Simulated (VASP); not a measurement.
The system is SnTe.

```
Sn Te
1.0
     0.00000    3.54313    3.54313
     3.54313    0.00000    3.54313
     3.54313    3.54313    0.00000
Sn Te
1 1
Direct
  0.00000 0.00000 0.00000
  0.25000 0.25000 0.25000
```

This cell differs from its parent crystal: strain -1.1%.

Base run:

```yaml
Program: VASP 6.6.1
Functional: PBE
Potentials_or_basis: VASP PAW PBE potentials, release 64 (Sn_d, Te)
Cutoff: 520 eV
k_mesh: 6 × 6 × 6
Occupations: fermi-dirac, width 0.02 eV
Spin: no spin polarisation
```

Its results: band gap on the k mesh 0.14 eV (least direct gap 0.73 eV); pressure 1.5 GPa.

**Question.** The run is repeated on the same cell with these changes: functional from PBE to r2SCAN; further incar settings from ALGO = Normal; EDIFF = 1e-06; NBANDS = 17 to ALGO = Normal; EDIFF = 1e-07; NBANDS = 17. What comes out?

**Answer.** Band gap on the k mesh 0.20 eV (least direct gap 0.82 eV); pressure 1.0 GPa.

Caveats: spin-orbit coupling is left out, which moves the levels of the heavy elements; the PAW data sets were made with another functional, which shifts forces and pressure a little (at least some runs).

A k mesh can miss the band edges.
